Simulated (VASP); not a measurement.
A run of VASP 6.6.1 is set up as follows.

The input INCAR:

```
SYSTEM = Ge
PREC     = Accurate       ! precision mode
ENCUT    = 520            ! plane-wave cutoff, eV
EDIFF    = 1E-6           ! SCF threshold, eV
ISMEAR   = 0              ! smearing method
SIGMA    = 0.15           ! smearing width, eV
LREAL    = .FALSE.        ! projectors in reciprocal space
LASPH    = .TRUE.         ! aspherical terms in the spheres
NELM     = 80             ! most SCF steps
ALGO     = Normal         ! electronic algorithm
ISIF     = 2              ! what is computed and relaxed
LWAVE    = .FALSE.        ! write WAVECAR
LCHARG   = .FALSE.        ! write CHGCAR
GGA      = PS             ! functional
NBANDS   = 66             ! bands
```

The input KPOINTS:

```
Automatic mesh
0
G
  11 11 3
  0 0 0
```

Contents of POSCAR:

```
Ge
1.0
   -2.0020822485     -3.4677081753      0.0000000000
    2.0020822485     -3.4677081753      0.0000000000
    0.0000000000      0.0000000000     14.1450496104
Ge
8
Direct
    0.0000000000      0.0000000000      0.1457216611
    0.0000000000      0.0000000000      0.3189302833
    0.0000000000      0.0000000000      0.6103736055
    0.0000000000      0.0000000000      0.7835822277
    0.6666666667      0.6666666667      0.0874839556
    0.3333333333      0.3333333333      0.3771679888
    0.3333333333      0.3333333333      0.5521359000
    0.6666666667      0.6666666667      0.8418199332
```

Potentials or basis: VASP PAW PBE potentials, release 64 (Ge_d).

Command:

```bash
$ cat potpaw_PBE.64/Ge_d/POTCAR > POTCAR
$ mpirun -np 1 vasp_std > vasp.out
```

What does it give for the pressure?

-0.9 GPa.

Estimate the largest force.

0.935 eV/Å.

Forces on the atoms (eV/Å):
```
Ge   0.000  0.000 -0.361
Ge   0.000  0.000  0.075
Ge   0.000  0.000 -0.075
Ge   0.000  0.000  0.361
Ge   0.000  0.000 -0.935
Ge   0.000  0.000 -0.049
Ge   0.000  0.000  0.049
Ge   0.000  0.000  0.935
```

Caveat: the PAW data sets were made with another functional, which shifts forces and pressure a little.
